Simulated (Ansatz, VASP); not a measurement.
P: VASP beside Ansatz

```xyz
4
Lattice="1.6587 -5.1471 0.0000 1.6587 5.1471 0.0000 0.0000 0.0000 4.1970" Properties=species:S:1:pos:R:3 pbc="T T T"
P     1.6587    4.0637    3.8910
P     1.6587   -1.0834    2.4044
P     1.6587   -4.0637    0.3060
P     1.6587    1.0834    1.7925
```

Alike in both runs: functional PBEsol; k mesh 14 × 14 × 12; occupations gaussian, width 0.1 eV; no spin polarisation.

Ansatz relaxed the structure, and its values are those at the end. VASP's run is a single point on that final structure, the one shown.

```csv
,VASP,Ansatz
version,VASP 6.6.1,Ansatz 0.2.0
potentials or method,"VASP PAW PBE potentials, release 64 (P), cutoff 520 eV","scalar-relativistic, plane waves, PAW"
valence electrons in the cell,20,20
```

Ansatz gave:

- gap on the k mesh at the Fermi level (eV): none
- pressure (GPa): 0.0
- rms of the force components (eV/Å): 0.001

Estimate VASP's values.

gap on the k mesh at the Fermi level (eV): none; pressure (GPa): -0.1; rms of the force components (eV/Å): 0.019.

VASP's potentials were made for PBE, not for PBEsol. A gap of «none» marks a metal or a gap that the smearing closes.
